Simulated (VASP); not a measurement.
PbS: single point with PBE

PbS:

```
CELL_PARAMETERS angstrom
8.22777 0.00000 0.00000
4.11388 7.13166 0.00000
4.11388 0.00000 7.55994
ATOMIC_POSITIONS crystal
Pb 0.75127 0.50443 0.48762
Pb 0.75402 0.00319 0.48477
Pb 0.25816 0.50466 0.48148
Pb 0.25781 0.99668 0.48132
Pb 0.00902 0.49810 0.98632
Pb 0.00820 0.00113 0.98588
Pb 0.51174 0.49511 0.98829
Pb 0.51019 0.00365 0.98000
S 0.99451 0.83456 0.68036
S 0.97702 0.32773 0.70233
S 0.49089 0.83882 0.68979
S 0.46589 0.32694 0.69773
S 0.06668 0.17510 0.19003
S 0.07829 0.65999 0.19153
S 0.57269 0.17225 0.19505
S 0.56906 0.66801 0.19857
```

This cell differs from its parent crystal: dynamics (nvt langevin) at 200 K, volume x 1.0, from the last frame before.

```json
{"Program": "VASP 6.6.1", "Task": "single point", "Functional": "PBE", "Potentials or basis": "VASP PAW PBE potentials, release 64 (Pb_d, S)", "Cutoff": "520 eV", "k mesh": "2 × 2 × 2, shifted", "Occupations": "fermi-dirac, width 0.02 eV", "Spin": "no spin polarisation", "Dipole correction": "no", "Further INCAR settings": "LREAL = Auto; ALGO = Normal; EDIFF = 1e-06; NBANDS = 94"}
```

```yaml
Pressure: 0.9 GPa
Largest_force: 0.515 eV/Å
Band_gap_on_the_k_mesh: 1.09 eV
```

Forces on the atoms (eV/Å):
```
Pb   0.053 -0.142  0.095
Pb  -0.014  0.019 -0.200
Pb  -0.294 -0.168 -0.036
Pb   0.142  0.248 -0.021
Pb  -0.029  0.110 -0.174
Pb  -0.003 -0.010 -0.085
Pb   0.091  0.091 -0.164
Pb  -0.013 -0.008  0.127
S   -0.058  0.035  0.368
S    0.067  0.076 -0.228
S   -0.136 -0.125  0.102
S    0.503  0.089  0.072
S    0.140 -0.208  0.015
S   -0.193  0.104  0.224
S   -0.114 -0.155 -0.104
S   -0.141  0.042  0.010
```

Stress tensor (GPa, compression positive):
```
 0.78 -0.23  0.03
-0.23  1.14 -0.04
 0.03 -0.04  0.79
```

Levels at points of the mesh, in eV from the valence-band top:
```
           k point  band 78  band 79  band 80  band 81  band 82  band 83
(0.25, 0.25, 0.25)    -1.17    -0.45    -0.03     1.48     1.61     1.82
```

Wall time 22 min on 1 thread of Intel(R) Xeon(R) Platinum 8488C (Sapphire Rapids), with other jobs on the host, peak memory 0.78 GiB.

Caveat: spin-orbit coupling is left out, which moves the levels of the heavy elements. A k mesh can miss the band edges.
